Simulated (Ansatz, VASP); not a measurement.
Ca in VASP and in Ansatz

INCAR

```
SYSTEM = Ca
PREC = Accurate ; ENCUT = 520
EDIFF = 1E-7 ; ISMEAR = 0
SIGMA = 0.1 ; LREAL = .False.
LASPH = .True. ; NELM = 60
ALGO = Normal ; ISIF = 2
LWAVE = .False. ; LCHARG = .False.
GGA = PE ; NBANDS = 11
```

The input KPOINTS:

```
Automatic mesh
0
Gamma
  14 14 14
  0 0 0
```

The input POSCAR:

```
Ca
1.0
    0.0000000000      2.8515667371      2.8515667371
    2.8515667371      0.0000000000      2.8515667371
    2.8515667371      2.8515667371      0.0000000000
Ca
1
Direct
    0.0000000000      0.0000000000      0.0000000000
```

Input for Ansatz:

```yaml
crystal:
  lattice:
    - [0.0, 2.8515667371, 2.8515667371]
    - [2.8515667371, 0.0, 2.8515667371]
    - [2.8515667371, 2.8515667371, 0.0]
  atoms:
    - { symbol: Ca, position: [0.0, 0.0, 0.0] }
basis:
  ecutwfc: 420
kpoints:
  mp_grid: { grid: [14, 14, 14] }
hamiltonian:
  xc: pbe
scf:
  occupations: { method: gaussian, width: 0.1 }
output:
  forces: true
  stress: true
  eigenvalues: true
  write_density: true
  write_potential: true
  elf: true
  volumetric_format: npy
```

Alike in both runs: task single point; functional PBE; k mesh 14 × 14 × 14; occupations gaussian, width 0.1 eV; no spin polarisation.

```csv
,VASP,Ansatz
version,VASP 6.6.1,Ansatz 0.2.0
potentials or method,"VASP PAW PBE potentials, release 64 (Ca_sv), cutoff 520 eV","scalar-relativistic, plane waves, PAW"
valence electrons in the cell,10,10
```

|  | VASP | Ansatz | Ansatz less VASP |
| --- | --- | --- | --- |
| gap on the k mesh at the Fermi level (eV) | none | none | - |
| pressure (GPa) | -1.4 | -1.4 | -0.01 |

A gap of «none» marks a metal or a gap that the smearing closes.
